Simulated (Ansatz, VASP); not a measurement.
One calculation of WC2, two programs

```
W C
1.0
     1.57422    0.90888    5.07177
    -1.57422    0.90888    5.07177
     0.00000   -1.81775    5.07177
W C
1 2
Direct
  0.00000 0.00000 0.00000
  0.73456 0.73456 0.73456
  0.26544 0.26544 0.26544
```

Alike in both runs: functional PBE; k mesh 18 × 18 × 18; occupations gaussian, width 0.1 eV; no spin polarisation.

Ansatz relaxed the structure, and its values are those at the end. VASP's run is a single point on that final structure, the one shown.

|  | VASP | Ansatz |
| --- | --- | --- |
| version | VASP 6.6.1 | Ansatz 0.2.0 |
| potentials or method | VASP PAW PBE potentials, release 64 (W_sv, C), cutoff 520 eV | scalar-relativistic, plane waves, PAW |
| valence electrons in the cell | 22 | 22 |

VASP gave:

- gap on the k mesh at the Fermi level (eV): none
- pressure (GPa): 0.5
- rms of the force components (eV/Å): 0.021

**Question.** Which values does Ansatz return?

**Answer.** gap on the k mesh at the Fermi level (eV): none; pressure (GPa): 0.0; rms of the force components (eV/Å): 0.000.

A gap of «none» marks a metal or a gap that the smearing closes. The functional is the same, so the differences come from potentials, cutoffs and numerics.

Spin-orbit coupling is off throughout.
